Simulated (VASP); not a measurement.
Input of a VASP 6.6.1 run:

The input INCAR:

```
SYSTEM = BaSb3F
ALGO = Normal
EDIFF = 1E-6
ENCUT = 520
GGA = PE
ISIF = 2
ISMEAR = 0
LASPH = .True.
LCHARG = .False.
LREAL = .False.
LWAVE = .False.
NBANDS = 24
NELM = 100
PREC = Accurate
SIGMA = 0.1
```

The input KPOINTS:

```
k-points
0
Gamma
  3 3 3
  0 0 0
```

The input POSCAR:

```
BaSb3F
1.0
    3.5968623200      2.0766494300      2.9493995700
   -3.5968623200      2.0766494300      2.9493995700
    0.0000000000     -4.1532988600      2.9493995700
Ba Sb F
1 3 1
Direct
    0.0088520000      0.0088520000      0.0088520000
    0.5167999900      0.5167999900      0.0173090000
    0.5167999900      0.0173090000      0.5167999900
    0.0173090000      0.5167999900      0.5167999900
    0.5182390200      0.5182390200      0.5182390200
```

Potentials or basis: VASP PAW PBE potentials, release 64 (Ba_sv, Sb, F).

Run with:

```sh
$ cat potpaw_PBE.64/Ba_sv/POTCAR potpaw_PBE.64/Sb/POTCAR potpaw_PBE.64/F/POTCAR > POTCAR
$ mpirun -np 1 vasp_std > vasp.out
```

What does it give for the pressure?

1.6 GPa.

Predict the band gap on the k mesh.

zero (band 16 reaches 6.56 eV, above the bottom of band 17 at 5.24 eV).

What does it give for the largest force?

0.296 eV/Å.

Forces on the atoms (eV/Å):
```
Ba   0.000  0.000  0.296
Sb   0.000 -0.062 -0.081
Sb  -0.053  0.031 -0.081
Sb   0.053  0.031 -0.081
F    0.000  0.000 -0.053
```

Caveat: the k points lie up to 0.41 Å⁻¹ apart; spin-orbit coupling is left out, which moves the levels of the heavy elements.
